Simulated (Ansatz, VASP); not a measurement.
**Two plane-wave programs on LiBr**

```xyz
2
Lattice="0.0000 2.7506 2.7506 2.7506 0.0000 2.7506 2.7506 2.7506 0.0000" Properties=species:S:1:pos:R:3 pbc="T T T"
Li    0.0000    0.0000    0.0000
Br    2.7506    2.7506    2.7506
```

Alike in both runs: task single point; functional PBEsol; k mesh 2 × 2 × 2; no spin polarisation.

```csv
,VASP,Ansatz
version,VASP 6.6.1,Ansatz 0.2.0
potentials or method,"VASP PAW PBE potentials, release 64 (Li_sv, Br), cutoff 750 eV","plane waves, PAW"
occupations,"gaussian, width 0.01 eV",fixed
valence electrons in the cell,10,10
```

Ansatz gave:

* gap on the k mesh at the Fermi level (eV): 4.65

**Question.** Which values does VASP return?

**Answer.** gap on the k mesh at the Fermi level (eV): 4.66.

VASP's potentials were made for PBE, not for PBEsol.

The k mesh is coarse, so the values compare programs but aren't converged.
